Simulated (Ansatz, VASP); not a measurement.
## Ge: VASP beside Ansatz

The input INCAR:

```
SYSTEM = Ge
ALGO = Normal ; EDIFF = 1E-6
ENCUT = 520 ; GGA = PE
ISIF = 2 ; ISMEAR = -1
LASPH = .True. ; LCHARG = .False.
LREAL = .False. ; LWAVE = .False.
NBANDS = 13 ; NELM = 60
PREC = Accurate ; SIGMA = 0.03
```

The input KPOINTS:

```
k-points
0
Gamma
  20 20 20
  0 0 0
```

Contents of POSCAR:

```
Ge
1.0
   -1.6624284660      1.6624284660      1.6624284660
    1.6624284660     -1.6624284660      1.6624284660
    1.6624284660      1.6624284660     -1.6624284660
Ge
1
Direct
    0.0000000000      0.0000000000      0.0000000000
```

Input for Ansatz:

```yaml
crystal:
  lattice:
    - [-1.662428466, 1.662428466, 1.662428466]
    - [1.662428466, -1.662428466, 1.662428466]
    - [1.662428466, 1.662428466, -1.662428466]
  atoms:
    - { symbol: Ge, position: [0.0, 0.0, 0.0] }
kpoints:
  mp_grid: { grid: [20, 20, 20] }
scf:
  occupations: { method: fermi_dirac, width: 0.03 }
hamiltonian:
  xc: pbe
  pseudopotentials: { kind: all_electron, lapw: { basis_error: 0.00025 } }
output:
  forces: true
  stress: true
  eigenvalues: true
```

Change from the starting cell: volume scaled by 0.96.

Alike in both runs: task single point; functional PBE; k mesh 20 × 20 × 20; occupations fermi-dirac, width 0.03 eV; no spin polarisation.

```csv
,VASP,Ansatz
version,VASP 6.6.1,Ansatz 0.2.0
potentials or method,"VASP PAW PBE potentials, release 64 (Ge_d), cutoff 520 eV","all-electron LAPW, scalar-relativistic"
```

```csv
,VASP,Ansatz,Ansatz less VASP
pressure (GPa),2.9,3.0,+0.12
```

Ansatz ran all-electron here, and VASP with PAW potentials.
